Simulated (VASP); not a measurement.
Wanted: the native input for a VASP 6.6.1 run.

```
Task                   : single point
Functional             : LDA
Potentials or basis    : VASP PAW LDA potentials, release 64 (Ti_sv)
Cutoff                 : 520 eV
k mesh                 : 13 × 13 × 13
Occupations            : methfessel-paxton, width 0.1 eV
Spin                   : no spin polarisation
Dipole correction      : no
Further INCAR settings : ALGO = Normal; EDIFF = 1e-07; NBANDS = 12
```

The structure of Ti lies in POSCAR:

```
Ti
1.0
   -1.6410000000      1.6410000000      1.6410000000
    1.6410000000     -1.6410000000      1.6410000000
    1.6410000000      1.6410000000     -1.6410000000
Ti
1
Direct
    0.0000000000      0.0000000000      0.0000000000
```

These files were run (other wordings do the same):

INCAR

```
SYSTEM = Ti
PREC = Accurate
ENCUT = 520
EDIFF = 1E-7
ISMEAR = 1
SIGMA = 0.1
LREAL = .False.
LASPH = .True.
NELM = 60
ALGO = Normal
ISIF = 2
LWAVE = .False.
LCHARG = .False.
NBANDS = 12
```

KPOINTS

```
regular mesh
0
Gamma
  13 13 13
  0 0 0
```

Potentials or basis: VASP PAW LDA potentials, release 64 (Ti_sv).

The run is started by

```bash
$ cat potpaw_LDA.64/Ti_sv/POTCAR > POTCAR
$ mpirun -np 1 vasp_std > vasp.out
```

It gave:

| Item | Value |
| --- | --- |
| Pressure | -11.0 GPa |
| Band gap on the k mesh | zero (band 6 reaches 8.59 eV, above the bottom of band 7 at 7.12 eV) |

Run time: 6.2 s on 1 thread of Intel Xeon 6975P-C, with other jobs on the host, peak memory 0.14 GiB.
